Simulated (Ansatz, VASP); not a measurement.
**Two plane-wave programs on MoS2**

```
Mo S
1.0
     1.53990    0.88906    5.79705
    -1.53990    0.88906    5.79705
     0.00000   -1.77813    5.79705
Mo S
1 2
Direct
  0.00000 0.00000 0.00000
  0.77151 0.77151 0.73467
  0.22849 0.22849 0.26533
```

Change from the starting cell: mode 7 frozen in at +0.066 Å, normal strain along y +0.0000.

Alike in both runs: task single point; functional PBEsol; dispersion D3(BJ); k mesh 15 × 15 × 15; occupations gaussian, width 0.15 eV; no spin polarisation.

```csv
,VASP,Ansatz
version,VASP 6.6.1,Ansatz 0.2.0
potentials or method,"VASP PAW PBE potentials, release 64 (Mo_sv, S), cutoff 520 eV","scalar-relativistic, plane waves, PAW"
valence electrons in the cell,26,26
```

|  | VASP | Ansatz | Ansatz less VASP |
| --- | --- | --- | --- |
| gap on the k mesh at the Fermi level (eV) | none | none | - |
| pressure (GPa) | 0.3 | 0.3 | -0.04 |
| traceless stress, the component that is largest in VASP (GPa) | -5.85 | -5.87 | -0.017 |
| rms of the force components (eV/Å) | 0.285 | 0.285 | +0.0003 |

VASP's potentials were made for PBE, not for PBEsol, and Ansatz warns of the same on its side. Atom by atom the forces differ by 0.002 eV/Å (rms over components). A gap of «none» marks a metal or a gap that the smearing closes.
